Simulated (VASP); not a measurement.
TiB2:

```
Ti B
1.0
     3.02920    0.00000    0.00000
    -1.51460    2.62336    0.00000
     0.00000    0.00000    3.22840
Ti B
1 2
Direct
  0.00000 0.00000 0.00000
  0.33333 0.66667 0.50000
  0.66667 0.33333 0.50000
```

```yaml
Program: VASP 6.6.1
Task: relaxation of cell and atoms
Functional: LDA
Potentials_or_basis: VASP PAW LDA potentials, release 64 (Ti_sv, B)
Cutoff: 600 eV
k_mesh: 10 × 10 × 9
Occupations: fermi-dirac, width 0.1 eV
Spin: no spin polarisation
```

At the start: pressure -10.7 GPa; volume 8.55 Å³/atom.

Problem. Where does the relaxation end?

Solution. Over 5 steps the energy falls by 12.6 meV/atom and the volume is 8.19 Å³/atom (-4.2 %); space group P6/mmm (No. 191, to 0.05 Å).

Step by step:
```csv
step,energy change (eV),largest force (eV/Å),pressure (GPa),volume (Å³)
1,0.0000,0.0000,-10.70,25.66
2,0.0013,0.0000,12.65,23.59
3,-0.0367,0.0000,0.01,24.61
4,-0.0367,0.0000,0.21,24.58
5,-0.0378,0.0000,0.16,24.57
```

Final structure:
```xyz
3
Lattice="2.9946 0.0000 0.0000 -1.4973 2.5934 0.0000 0.0000 0.0000 3.1634" Properties=species:S:1:pos:R:3 pbc="T T T"
Ti   -1.4973    2.5934    0.0000
B     0.0000    1.7290    1.5817
B     1.4973    0.8645    1.5817
```
